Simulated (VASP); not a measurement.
# BaS (P6_3/mmc) in VASP: single point with PBE

Aim: the single point of BaS with PBE.

Everything below comes from runs of VASP 6.6.1. Logs are shortened: lines on timing, memory, paths and dates and some standing lists are left out, and cuts for length are marked.

**1. The cell of the first run**

It takes space group P6_3/mmc (No. 194, hexagonal). Conventional cell: a = 4.412 Å, b = 4.412 Å, c = 7.754 Å, α = 90.00°, β = 90.00°, γ = 120.00°. Within 4.2 Å of Ba (site symmetry -6m2) lie 6 S at 3.20 Å. Within 4.2 Å of S (site symmetry -3m) lie 6 Ba at 3.20 Å and 2 S at 3.88 Å.

**2. Single point, PBE**

INCAR

```
SYSTEM = BaS
PREC = Accurate ; ENCUT = 520
EDIFF = 1E-7 ; ISMEAR = 0
SIGMA = 0.05 ; LREAL = .False.
LASPH = .True. ; NELM = 100
ALGO = Normal ; ISIF = 2
LWAVE = .False. ; LCHARG = .False.
GGA = PE ; ISYM = 0
NBANDS = 24
```

KPOINTS

```
regular mesh
0
Gamma
  8 8 6
  0 0 0
```

POSCAR

```
BaS
1.0
    4.4123825862      0.0000000000      0.0000000000
   -2.2061912931      3.8212354109      0.0000000000
    0.0000000000      0.0000000000      7.7539147376
Ba S
2 2
Direct
    0.3333333333      0.6666666667      0.2500000000
    0.6666666667      0.3333333333      0.7500000000
    0.0000000000      0.0000000000      0.0000000000
    0.0000000000      0.0000000000      0.5000000000
```

Potentials or basis: VASP PAW PBE potentials, release 64 (Ba_sv, S).

Run with:

```
$ cat potpaw_PBE.64/Ba_sv/POTCAR potpaw_PBE.64/S/POTCAR > POTCAR
$ mpirun -np 1 vasp_std > vasp.out
```

OUTCAR:

```text
SYSTEM = BaS
   PREC = Accurate
   ENCUT = 520
   EDIFF = 1E-7
   ISMEAR = 0
   LREAL = .False.
   LASPH = .True.
   NELM = 100
   ISIF = 2
   GGA = PE
   ISYM = 0

 ion  position               nearest neighbor table
   1  0.333  0.667  0.250-   3 3.20   4 3.20   3 3.20   4 3.20   3 3.20   4 3.20   2 4.64   2 4.64
                             2 4.64   2 4.64   2 4.64   2 4.64
   2  0.667  0.333  0.750-   3 3.20   4 3.20   3 3.20   4 3.20   3 3.20   4 3.20   1 4.64   1 4.64
                             1 4.64   1 4.64   1 4.64   1 4.64
   3  0.000  0.000  0.000-   1 3.20   2 3.20   2 3.20   1 3.20   2 3.20   1 3.20
   4  0.000  0.000  0.500-   1 3.20   2 3.20   2 3.20   1 3.20   2 3.20   1 3.20

IMPORTANT INFORMATION: All symmetrisations will be switched off!
NOSYMM: (Re-)initialisation of all symmetry stuff for point group C_1.

----------------------------------------------------------------------------------------

                                     Primitive cell

  volume of cell :     130.7368

  direct lattice vectors                    reciprocal lattice vectors
     4.412382586  0.000000000  0.000000000     0.226634926  0.130847735  0.000000000
    -2.206191293  3.821235411  0.000000000     0.000000000  0.261695471  0.000000000
     0.000000000  0.000000000  7.753914738     0.000000000  0.000000000  0.128967113

  length of vectors
     4.412382586  4.412382586  7.753914738     0.261695471  0.261695471  0.128967113

  position of ions in fractional coordinates (direct lattice)
     0.333333333  0.666666667  0.250000000
     0.666666667  0.333333333  0.750000000
     0.000000000  0.000000000  0.000000000
     0.000000000  0.000000000  0.500000000

  ion indices of the primitive-cell ions
   primitive index   ion index
                 1           1
                 2           2
                 3           3
                 4           4

----------------------------------------------------------------------------------------

 KPOINTS: regular mesh

Automatic generation of k-mesh.
 Grid dimensions read from file:
 generate k-points for:    8    8    6

 Generating k-lattice:

  Cartesian coordinates                     Fractional coordinates (reciprocal lattice)
     0.028329366  0.016355967  0.000000000     0.125000000 -0.000000000  0.000000000
     0.000000000  0.032711934  0.000000000     0.000000000  0.125000000  0.000000000
     0.000000000  0.000000000  0.021494519     0.000000000  0.000000000  0.166666667

  Length of vectors
     0.032711934  0.032711934  0.021494519

  Shift w.r.t. Gamma in fractional coordinates (k-lattice)
     0.000000000  0.000000000  0.000000000

 Subroutine IBZKPT returns following result:
 ===========================================

 Found    196 irreducible k-points:

 Following reciprocal coordinates:
            Coordinates               Weight
  0.000000  0.000000  0.000000      1.000000
  0.125000  0.000000  0.000000      2.000000
  0.000000  0.125000  0.000000      2.000000
 -0.125000  0.125000  0.000000      2.000000
  0.250000  0.000000  0.000000      2.000000
  0.000000  0.250000  0.000000      2.000000
[... 16 lines left out ...]
  0.375000  0.125000  0.000000      2.000000
 -0.125000  0.500000  0.000000      2.000000
 [... further k-points ...]
   k-points           NKPTS =    196   k-points in BZ     NKDIM =    196   number of bands    NBANDS=     24
   number of dos      NEDOS =    301   number of ions     NIONS =      4
   total plane-waves  NPLWV =  77760
   dimension x,y,z NGX =    36 NGY =   36 NGZ =   60
   dimension x,y,z NGXF=    72 NGYF=   72 NGZF=  120
   ions per type =               2   2
   NGX,Y,Z   is equivalent  to a cutoff of  13.56, 13.56, 12.86 a.u.
   NGXF,Y,Z  is equivalent  to a cutoff of  27.13, 27.13, 25.73 a.u.
 SYSTEM =  BaS
   PREC   = accura    normal or accurate (medium, high low for compatibility)
   ISTART =      0    job   : 0-new  1-cont  2-samecut
   ICHARG =      2    charge: 1-file 2-atom 10-const
   ISPIN  =      1    spin polarized calculation?
   LNONCOLLINEAR =      F non collinear calculations
   LSORBIT =      F    spin-orbit coupling
   LASPH  =      T    aspherical Exc in radial PAW
   ENCUT  =  520.0 eV  38.22 Ry    6.18 a.u.   8.20  8.20 14.42*2*pi/ulx,y,z
   NELM   =    100;   NELMIN=  2; NELMDL= -5     # of ELM steps
   EDIFF  = 0.1E-06   stopping-criterion for ELM
   LREAL  =      F    real-space projection
   EDIFFG = 0.1E-05   stopping-criterion for IOM
   NSW    =      0    number of steps for IOM
   IBRION =     -1    ionic relax: 0-MD 1-quasi-New 2-CG
   NFREE  =      0    steps in history (QN), initial steepest desc. (CG)
   ISIF   =      2    stress and relaxation
   ISYM   =      0    0-nonsym 1-usesym 2-fastsym
   POTIM  = 0.5000    time-step for ionic-motion
   TEBEG  =    0.0;   TEEND  =   0.0 temperature during run
   PSTRESS=    0.0 pullay stress
   NELECT =      32.0000    total number of electrons
   NUPDOWN=      -1.0000    fix difference up-down
   EMIN   =  10.00;   EMAX   =-10.00  energy-range for DOS
   EFERMI =   0.00;   METHOD = LEGACY
   ISMEAR =     0;   SIGMA  =   0.05  broadening in eV -4-tet -1-fermi 0-gaus
   EFERMI_NEDOS =   21; number of points for ismear=-14 and -15
   IALGO  =     38    algorithm
   IMIX   =      4    mixing-type and parameters
     AMIX     =   0.40;   BMIX     =  1.00
     AMIX_MAG =   1.60;   BMIX_MAG =  1.00
  volume/ion in A,a.u.               =      32.68       220.56
  Fermi-wavevector in a.u.,A,eV,Ry     =   1.024060  1.935193 14.268421  1.048699
  Thomas-Fermi vector in A             =   2.157827
   LORBIT       =      0    0 simple, 1 ext, 2 COOP (PROOUT), +10 PAW based schemes
   GGA     = PE    functional components
   LHFCALC =     F    Hartree Fock is set to
   AEXX    =    0.0000 exact exchange contribution
   IVDW    =     0    specifies the selected vdW correction
   LEPSILON=     F    determine dielectric tensor
   LRPA    =     F    only Hartree local field effects (RPA)
 non-spin polarized calculation
 Gauss-broadening in eV      SIGMA  =   0.05
  energy-cutoff  :      520.00
  volume of cell :      130.74
 maximum number of plane-waves:      3544
 NGX is ok and might be reduce to    36
   NGX = 17   NGY = 17   NGZ = 29

 number of electron      32.0000000 magnetization

 Free energy of the ion-electron system (eV)
  ---------------------------------------------------
  ext. energy  EPLUGINS =         0.00000000
  ---------------------------------------------------
  free energy    TOTEN  =       -20.13771575 eV

  energy without entropy =      -20.13771575  energy(sigma->0) =      -20.13771575

 E-fermi :   2.1923     XC(G=0):  -8.5959

 val. band max:        1.9578000996   @ k =   0.0000   0.0000   0.0000
 cond. band min:       3.8634176916   @ k =   0.5000   0.5000   0.0000
 fundamental gap:      1.9056175920
 Fermi energy:         2.1922675900

 k-point     1 :       0.0000    0.0000    0.0000
  band No.  band energies     occupation
      1     -24.6780      2.00000
      2     -24.6451      2.00000
      3     -10.7902      2.00000
      4      -9.7519      2.00000
      5      -9.7519      2.00000
      6      -9.7286      2.00000
[... 16 lines left out ...]
     23       6.1242      0.00000
     24       8.0700      0.00000

 k-point     2 :       0.1250    0.0000    0.0000
  band No.  band energies     occupation
      1     -24.6714      2.00000
      2     -24.6409      2.00000
      3     -10.7142      2.00000
      4      -9.9865      2.00000
      5      -9.8195      2.00000
      6      -9.7808      2.00000
[... 16 lines left out ...]
     23       7.0203      0.00000
     24       7.6404      0.00000

 k-point     3 :       0.0000    0.1250    0.0000
  band No.  band energies     occupation
      1     -24.6714      2.00000
      2     -24.6409      2.00000
      3     -10.7142      2.00000
      4      -9.9865      2.00000
      5      -9.8195      2.00000
      6      -9.7808      2.00000
[... 16 lines left out ...]
     23       7.0203      0.00000
     24       7.6404      0.00000

 k-point     4 :      -0.1250    0.1250    0.0000
  band No.  band energies     occupation
      1     -24.6714      2.00000
      2     -24.6409      2.00000
      3     -10.7142      2.00000
      4      -9.9865      2.00000
      5      -9.8195      2.00000
      6      -9.7808      2.00000
[... 16 lines left out ...]
     23       7.0203      0.00000
     24       7.6402      0.00000

 k-point     5 :       0.2500    0.0000    0.0000
  band No.  band energies     occupation
      1     -24.6550      2.00000
      2     -24.6311      2.00000
      3     -10.5011      2.00000
      4     -10.3788      2.00000
      5      -9.9811      2.00000
      6      -9.8367      2.00000
[... 16 lines left out ...]
     23       7.2486      0.00000
     24       7.5166      0.00000

 k-point     6 :       0.0000    0.2500    0.0000
  band No.  band energies     occupation
      1     -24.6550      2.00000
      2     -24.6311      2.00000
      3     -10.5011      2.00000
      4     -10.3788      2.00000
      5      -9.9811      2.00000
      6      -9.8367      2.00000
[... 16 lines left out ...]
     23       7.2486      0.00000
     24       7.5166      0.00000
[... 379 lines left out ...]
 k-point    21 :       0.1250    0.2500    0.0000
  band No.  band energies     occupation
      1     -24.6428      2.00000
      2     -24.6246      2.00000
      3     -10.5635      2.00000
      4     -10.3125      2.00000
      5     -10.0774      2.00000
      6      -9.8834      2.00000
[... 16 lines left out ...]
     23       7.8086      0.00000
     24       7.8427      0.00000

 k-point    22 :       0.3750   -0.1250    0.0000
  band No.  band energies     occupation
      1     -24.6428      2.00000
      2     -24.6246      2.00000
      3     -10.5635      2.00000
      4     -10.3125      2.00000
      5     -10.0774      2.00000
      6      -9.8834      2.00000
[... 16 lines left out ...]
     23       7.8086      0.00000
     24       7.8427      0.00000

 k-point    23 :       0.3750    0.1250    0.0000
  band No.  band energies     occupation
      1     -24.6292      2.00000
      2     -24.6195      2.00000
      3     -10.7345      2.00000
      4     -10.1608      2.00000
      5     -10.0252      2.00000
      6      -9.9489      2.00000
[... 16 lines left out ...]
     23       8.2472      0.00000
     24       8.7194      0.00000

 k-point    24 :      -0.1250    0.5000    0.0000
  band No.  band energies     occupation
      1     -24.6292      2.00000
      2     -24.6195      2.00000
      3     -10.7345      2.00000
      4     -10.1608      2.00000
      5     -10.0252      2.00000
      6      -9.9489      2.00000
[... 16 lines left out ...]
     23       8.2472      0.00000
     24       8.7193      0.00000

 [... further k-points ...]
[... 5 lines left out ...]
  --------------------------------------------------------------------------------------
  -------------------------------------------------------------------------------------
  Total        0.4815479      0.4815486      0.5013407      0.0000008     -0.0000002      0.0000002
  in kB        5.9013602      5.9013683      6.1439207      0.0000093     -0.0000022      0.0000026
  external PRESSURE =       5.9822164 kB  Pullay stress =       0.0000000 kB

 VOLUME and BASIS-vectors are now :
 -----------------------------------------------------------------------------
  energy-cutoff  :      520.00
  volume of cell :      130.74
      direct lattice vectors                 reciprocal lattice vectors
     4.412382586  0.000000000  0.000000000     0.226634926  0.130847735  0.000000000
    -2.206191293  3.821235411  0.000000000     0.000000000  0.261695471  0.000000000
     0.000000000  0.000000000  7.753914738     0.000000000  0.000000000  0.128967113

 POSITION                                       TOTAL-FORCE (eV/Angst)
 -----------------------------------------------------------------------------------
     -0.00000      2.54749      1.93848        -0.000000     -0.000000      0.000000
      2.20619      1.27375      5.81544        -0.000000     -0.000000     -0.000000
      0.00000      0.00000      0.00000         0.000001      0.000000     -0.000000
      0.00000      0.00000      3.87696         0.000000      0.000000      0.000000
 -----------------------------------------------------------------------------------
    total drift:                                0.000001      0.000001     -0.000000

  FREE ENERGIE OF THE ION-ELECTRON SYSTEM (eV)
  ---------------------------------------------------
  free  energy   TOTEN  =       -20.1377157527 eV

  energy  without entropy=      -20.1377157527  energy(sigma->0) =      -20.13771575
```

Wall time 14 min (1 thread of Intel Xeon Platinum 8259CL at 2.50GHz (Skylake/Cascade Lake), shared host); peak memory 0.64 GiB.

What came out:

```yaml
Free_energy: -20.1377 eV
Pressure: 0.6 GPa
Band_gap_on_the_k_mesh: 1.91 eV (least direct gap 2.20 eV)
```

Caveat: spin-orbit coupling is left out, which moves the levels of the heavy elements.
